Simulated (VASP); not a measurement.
# Zr4Ag (I4mm) in VASP: relaxation of cell and atoms with PBE

Aim: the relaxation of cell and atoms of Zr4Ag with PBE.

Everything below comes from runs of VASP 6.6.1. Logs are shortened: lines on timing, memory, paths and dates and some standing lists are left out, and cuts for length are marked.

## (1) The cell of the first run

The structure is tetragonal, space group I4mm (No. 107). The conventional cell has a = 5.843 Å, b = 5.843 Å, c = 5.271 Å, α = 90.00°, β = 90.00°, γ = 90.00°. Within 3.2 Å of Zr (site symmetry m) lie 7 Zr at 2.23 to 3.07 Å and 3 Ag at 2.85 to 3.16 Å. Within 3.8 Å of Ag (site symmetry 4mm) lie 16 Zr at 2.85 to 3.56 Å.

The cell was built from a structure type or drawn by symmetry, and may not be a known phase.

## (2) Relaxation of cell and atoms, PBE

INCAR

```
SYSTEM = Zr4Ag
PREC = Accurate
ENCUT = 600
EDIFF = 1E-7
ISMEAR = 0
SIGMA = 0.2
LREAL = .False.
LASPH = .True.
NELM = 100
ALGO = Fast
ISIF = 3
LWAVE = .False.
LCHARG = .False.
GGA = PE
IBRION = 2
NSW = 36
EDIFFG = -0.08
```

KPOINTS

```
regular mesh
0
Gamma
  4 4 4
  0 0 0
```

POSCAR

```
Zr4Ag
1.0
   -2.9216965400      2.9216965400      2.6352788500
    2.9216965400     -2.9216965400      2.6352788500
    2.9216965400      2.9216965400     -2.6352788500
Zr Ag
4 1
Direct
    0.3034600500      0.6122397000      0.3087796400
    0.3034600500      0.9946804100      0.6912203600
    0.6122397000      0.3034600500      0.3087796400
    0.9946804100      0.3034600500      0.6912203600
    0.8848378700      0.8848378700      0.0000000000
```

Potentials or basis: VASP PAW PBE potentials, release 64 (Zr_sv, Ag).

Run with:

```
$ cat potpaw_PBE.64/Zr_sv/POTCAR potpaw_PBE.64/Ag/POTCAR > POTCAR
$ mpirun -np 1 vasp_std > vasp.out
```

OUTCAR:

```text
SYSTEM = Zr4Ag
   PREC = Accurate
   ENCUT = 600
   EDIFF = 1E-7
   ISMEAR = 0
   LREAL = .False.
   LASPH = .True.
   NELM = 100
   ISIF = 3
   GGA = PE
   IBRION = 2
   NSW = 36
   EDIFFG = -0.08

 ion  position               nearest neighbor table
   1  0.303  0.612  0.309-   2 2.23   4 2.55   3 2.55   5 2.85   3 3.07   3 3.07   4 3.07   4 3.07
                             5 3.16   5 3.16   5 3.56   2 3.61
   2  0.303  0.995  0.691-   1 2.23   4 2.55   3 2.55   5 2.85   3 3.07   4 3.07   4 3.07   3 3.07
                             5 3.16   5 3.16   5 3.56   1 3.61
   3  0.612  0.303  0.309-   4 2.23   2 2.55   1 2.55   5 2.85   1 3.07   1 3.07   2 3.07   2 3.07
                             5 3.16   5 3.16   5 3.56   4 3.61
   4  0.995  0.303  0.691-   3 2.23   2 2.55   1 2.55   5 2.85   1 3.07   2 3.07   2 3.07   1 3.07
                             5 3.16   5 3.16   5 3.56   3 3.61
   5  0.885  0.885  0.000-   2 2.85   4 2.85   3 2.85   1 2.85   3 3.16   1 3.16   2 3.16   4 3.16
                             4 3.16   2 3.16   3 3.16   1 3.16   3 3.56   1 3.56   2 3.56   4 3.56

  LATTYP: Found a body centered tetragonal cell.
 ALAT       =     5.8433930800
 C/A-ratio  =     0.9019687069

  Lattice vectors:

 A1 = (  -2.9216965400,   2.9216965400,   2.6352788500)
 A2 = (   2.9216965400,  -2.9216965400,   2.6352788500)
 A3 = (   2.9216965400,   2.9216965400,  -2.6352788500)

Analysis of symmetry for initial positions (statically):
=====================================================================
 Subroutine PRICEL returns:
 Original cell was already a primitive cell.

 Routine SETGRP: Setting up the symmetry group for a
 body centered tetragonal supercell.

 Subroutine GETGRP returns: Found  8 space group operations
 (whereof  8 operations were pure point group operations)
 out of a pool of 16 trial point group operations.

The static configuration has the point symmetry C_4v.

Analysis of symmetry for dynamics (positions and initial velocities):
=====================================================================
 Subroutine PRICEL returns:
 Original cell was already a primitive cell.

 Routine SETGRP: Setting up the symmetry group for a
 body centered tetragonal supercell.

 Subroutine GETGRP returns: Found  8 space group operations
 (whereof  8 operations were pure point group operations)
 out of a pool of 16 trial point group operations.

The dynamic configuration has the point symmetry C_4v.

 Subroutine INISYM returns: Found  8 space group operations
 (whereof  8 operations are pure point group operations),
 and found     1 'primitive' translations

----------------------------------------------------------------------------------------

                                     Primitive cell

[... 75 lines left out ...]
   PREC   = accura    normal or accurate (medium, high low for compatibility)
   ISTART =      0    job   : 0-new  1-cont  2-samecut
   ICHARG =      2    charge: 1-file 2-atom 10-const
   ISPIN  =      1    spin polarized calculation?
   LNONCOLLINEAR =      F non collinear calculations
   LSORBIT =      F    spin-orbit coupling
   LASPH  =      T    aspherical Exc in radial PAW
   ENCUT  =  600.0 eV  44.10 Ry    6.64 a.u.   9.79  9.79  9.79*2*pi/ulx,y,z
   NELM   =    100;   NELMIN=  2; NELMDL= -5     # of ELM steps
   EDIFF  = 0.1E-06   stopping-criterion for ELM
   LREAL  =      F    real-space projection
   EDIFFG = -.8E-01   stopping-criterion for IOM
   NSW    =     36    number of steps for IOM
   IBRION =      2    ionic relax: 0-MD 1-quasi-New 2-CG
   NFREE  =      1    steps in history (QN), initial steepest desc. (CG)
   ISIF   =      3    stress and relaxation
   ISYM   =      2    0-nonsym 1-usesym 2-fastsym
   POTIM  = 0.5000    time-step for ionic-motion
   TEBEG  =    0.0;   TEEND  =   0.0 temperature during run
   PSTRESS=    0.0 pullay stress
   NELECT =      59.0000    total number of electrons
   NUPDOWN=      -1.0000    fix difference up-down
   EMIN   =  10.00;   EMAX   =-10.00  energy-range for DOS
   EFERMI =   0.00;   METHOD = LEGACY
   ISMEAR =     0;   SIGMA  =   0.20  broadening in eV -4-tet -1-fermi 0-gaus
   EFERMI_NEDOS =   21; number of points for ismear=-14 and -15
   IALGO  =     68    algorithm
   IMIX   =      4    mixing-type and parameters
     AMIX     =   0.40;   BMIX     =  1.00
     AMIX_MAG =   1.60;   BMIX_MAG =  1.00
  volume/ion in A,a.u.               =      18.00       121.45
  Fermi-wavevector in a.u.,A,eV,Ry     =   1.422241  2.687646 27.521455  2.022770
  Thomas-Fermi vector in A             =   2.542966
   LORBIT       =      0    0 simple, 1 ext, 2 COOP (PROOUT), +10 PAW based schemes
   GGA     = PE    functional components
   LHFCALC =     F    Hartree Fock is set to
   AEXX    =    0.0000 exact exchange contribution
   IVDW    =     0    specifies the selected vdW correction
   LEPSILON=     F    determine dielectric tensor
   LRPA    =     F    only Hartree local field effects (RPA)
 conjugate gradient relaxation of ions
 non-spin polarized calculation
 RMM-DIIS sequential band-by-band and
 Gauss-broadening in eV      SIGMA  =   0.20
  energy-cutoff  :      600.00
  volume of cell :       89.98
 maximum number of plane-waves:      3031
   NGX = 19   NGY = 19   NGZ = 19

--------------------------------------- Ionic step        1  -------------------------------------------

 number of electron      58.9999998 magnetization

 Free energy of the ion-electron system (eV)
  ---------------------------------------------------
  ext. energy  EPLUGINS =         0.00000000
  ---------------------------------------------------
  free energy    TOTEN  =       -30.95398275 eV

  energy without entropy =      -30.85057888  energy(sigma->0) =      -30.90228081

 E-fermi :  10.8725     XC(G=0): -12.1432

 val. band max:       10.8532791771   @ k =  -0.2500   0.2500   0.0000
 cond. band min:      10.9030930257   @ k =  -0.2500   0.2500   0.2500
 fundamental gap:      0.0498138486
 Fermi energy:        10.8724898466
[... 1103 lines left out ...]
  FREE ENERGIE OF THE ION-ELECTRON SYSTEM (eV)
  ---------------------------------------------------
  free  energy   TOTEN  =       -34.0681017644 eV

  energy  without entropy=      -33.9121711039  energy(sigma->0) =      -33.99013643

[... ionic steps 4 to 13 ...]

--------------------------------------- Ionic step       14  -------------------------------------------

 number of electron      58.9999995 magnetization

------------------------ aborting loop because EDIFF is reached ----------------------------------------
[... 73 lines left out ...]
--------------------------------------- Ionic step       16  -------------------------------------------

 number of electron      58.9999993 magnetization

 Free energy of the ion-electron system (eV)
  ---------------------------------------------------
  ext. energy  EPLUGINS =         0.00000000
  ---------------------------------------------------
  free energy    TOTEN  =       -35.62241886 eV

  energy without entropy =      -35.52806351  energy(sigma->0) =      -35.57524119

 E-fermi :   8.2166     XC(G=0): -10.9901

 val. band max:        8.1931009404   @ k =   0.5000   0.0000   0.0000
 cond. band min:       8.2356838949   @ k =   0.0000   0.0000   0.0000
 fundamental gap:      0.0425829545
 Fermi energy:         8.2165767781
[... 524 lines left out ...]
  FREE ENERGIE OF THE ION-ELECTRON SYSTEM (eV)
  ---------------------------------------------------
  free  energy   TOTEN  =       -35.6224188617 eV

  energy  without entropy=      -35.5280635149  energy(sigma->0) =      -35.57524119

 reached required accuracy - stopping structural energy minimisation
```

OSZICAR:

```text
N       E                     dE             d eps       ncg     rms          rms(c)
DAV:   1     0.702260247619E+03    0.70226E+03   -0.34218E+04   910   0.190E+03
DAV:   2     0.247242943201E+02   -0.67754E+03   -0.66784E+03  1001   0.536E+02
DAV:   3    -0.294724288946E+02   -0.54197E+02   -0.52809E+02  1500   0.115E+02
[... 422 lines left out ...]
RMM:  13    -0.356224183261E+02   -0.49840E-06   -0.44811E-06  1044   0.761E-03    0.211E-03
RMM:  14    -0.356224186113E+02   -0.28525E-06   -0.25840E-06   892   0.595E-03    0.219E-03
RMM:  15    -0.356224187860E+02   -0.17473E-06   -0.16085E-06   893   0.506E-03    0.238E-03
RMM:  16    -0.356224188607E+02   -0.74631E-07   -0.11627E-06   863   0.433E-03    0.218E-03
RMM:  17    -0.356224188617E+02   -0.10450E-08   -0.69876E-07   836   0.374E-03
  16 F= -.35622419E+02 E0= -.35575241E+02  d E =-.217666E-02
```

CONTCAR:

```text
Zr4Ag
   1.00000000000000
    -3.8171635659374599    3.8171635659374599    1.9781641086546913
     3.8171635659374599   -3.8171635659374599    1.9781641086546913
     3.8171635659374599    3.8171635659374599   -1.9781641086546913
  Zr              Ag
     4     1
Direct
     0.3197323303130002    0.6079991431844466    0.2882668028714385
     0.3197323303130002    0.0314655274415617    0.7117331971285616
     0.6079991431844466    0.3197323303130002    0.2882668028714385
     0.0314655274415617    0.3197323303130002    0.7117331971285616
     0.8197487487479905    0.8197487487479905    0.0000000000000000

  0.00000000E+00  0.00000000E+00  0.00000000E+00
  0.00000000E+00  0.00000000E+00  0.00000000E+00
  0.00000000E+00  0.00000000E+00  0.00000000E+00
  0.00000000E+00  0.00000000E+00  0.00000000E+00
  0.00000000E+00  0.00000000E+00  0.00000000E+00
```

Wall time 31 min (1 thread of Intel Xeon Platinum 8375C at 2.90GHz (Ice Lake), shared host); peak memory 0.27 GiB.

Results:

- Free energy: -35.6224 eV
- Relaxed volume: 23.06 Å³/atom
- Relaxed cell: a = 5.749 Å, b = 5.749 Å, c = 5.749 Å, α = 96.80°, β = 96.80°, γ = 139.75°
- Space group after relaxing (to 0.1 Å): I4/mmm (No. 139)
- Energy gained by relaxing: 933.7 meV/atom
- Ionic steps: 16
- Pressure after relaxing: 0.0 GPa
- Largest force after relaxing: 0.045 eV/Å
- Band gap on the k mesh: zero (an odd number of electrons rules out a gap without spin polarisation)

Forces in eV/Å, atoms in the order of the input:
```
Zr  -0.045  0.000  0.000
Zr   0.045  0.000  0.000
Zr   0.000 -0.045  0.000
Zr   0.000  0.045  0.000
Ag   0.000  0.000  0.000
```

The path:
```tsv
step	energy change (eV)	largest force (eV/Å)	pressure (GPa)	volume (Å³)
1	0.0000	2.3907	36.05	89.98
2	-1.7534	0.6358	-12.33	152.68
3	-3.1141	0.7507	-2.30	120.53
4	-3.6346	0.8939	-0.47	117.77
5	-3.8643	1.0179	2.43	114.71
6	-3.8956	1.3771	4.26	113.00
7	-4.2227	0.9639	1.01	116.47
8	-4.4841	0.4742	-3.42	121.54
9	-4.4958	0.4059	-4.02	122.30
10	-4.6446	0.1902	-1.83	118.04
11	-4.6552	0.1584	-1.00	116.80
12	-4.6555	0.1763	-0.82	116.58
13	-4.6646	0.1146	-0.13	115.59
14	-4.6662	0.1153	0.24	115.06
15	-4.6663	0.1156	0.31	114.96
16	-4.6684	0.0446	-0.01	115.29
```

Final structure:
```cif
data_structure
_symmetry_space_group_name_H-M 'P 1'
_symmetry_Int_Tables_number 1
_cell_length_a 5.7493
_cell_length_b 5.7493
_cell_length_c 5.7493
_cell_angle_alpha 96.799
_cell_angle_beta 96.799
_cell_angle_gamma 139.750
_cell_volume 115.29
loop_
_atom_site_label
_atom_site_type_symbol
_atom_site_fract_x
_atom_site_fract_y
_atom_site_fract_z
_atom_site_occupancy
Zr1 Zr 0.31973 0.60800 0.28827 1
Zr2 Zr 0.31973 0.03147 0.71173 1
Zr3 Zr 0.60800 0.31973 0.28827 1
Zr4 Zr 0.03147 0.31973 0.71173 1
Ag1 Ag 0.81975 0.81975 0.00000 1
```

Levels at points of the mesh, in eV from the Fermi level:
| k point | band 28 | band 29 | band 30 | band 31 | band 32 | band 33 |
| --- | --- | --- | --- | --- | --- | --- |
| (0.00, 0.00, 0.00) | 0.02 | 0.48 | 0.95 | 0.95 | 0.96 | 1.37 |
| (0.50, 0.00, 0.00) | -0.46 | -0.18 | -0.02 | 0.49 | 0.99 | 1.47 |
| (0.50, 0.50, 0.00) | -0.57 | -0.32 | 0.11 | 0.14 | 0.26 | 1.03 |
| (0.50, 0.50, 0.50) | -1.07 | -1.07 | -0.87 | 1.01 | 1.05 | 1.11 |

Caveat: the k points lie up to 0.45 Å⁻¹ apart in the final cell, too coarse for converged energies and pressures of a metal; the volume moved by over 15 % at a fixed basis, so the end points are rough; the relaxation stopped at a loose force limit of 0.08 eV/Å, so its end isn't a converged minimum.
